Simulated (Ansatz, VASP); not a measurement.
# One calculation of Mo, two programs

```
Mo
1.0
    -1.57365    1.57365    1.57365
     1.57365   -1.57365    1.57365
     1.57365    1.57365   -1.57365
Mo
1
Direct
  0.00000 0.00000 0.00000
```

Alike in both runs: task relaxation of cell and atoms; functional LDA; k mesh 23 × 23 × 23; occupations fermi-dirac, width 0.05 eV; no spin polarisation.

```csv
,VASP,Ansatz
version,VASP 6.6.1,Ansatz 0.2.0
potentials or method,"VASP PAW LDA potentials, release 64 (Mo_sv)","PAW with Ansatz's default frozen-core files, scalar-relativistic"
plane-wave cutoff (eV),600,420
valence electrons in the cell,14,14
```

VASP gave:

```
relaxed volume (Å³/atom)                                     : 15.12
relaxed cell length with the largest relative difference (Å) : 2.698
```

Q: What did Ansatz give for the same quantities?

A: Relaxed volume (Å³/atom): 15.06; relaxed cell length with the largest relative difference (Å): 2.695.

LDA's correlation is that of Perdew and Zunger in VASP and of Perdew and Wang (1992) in Ansatz.
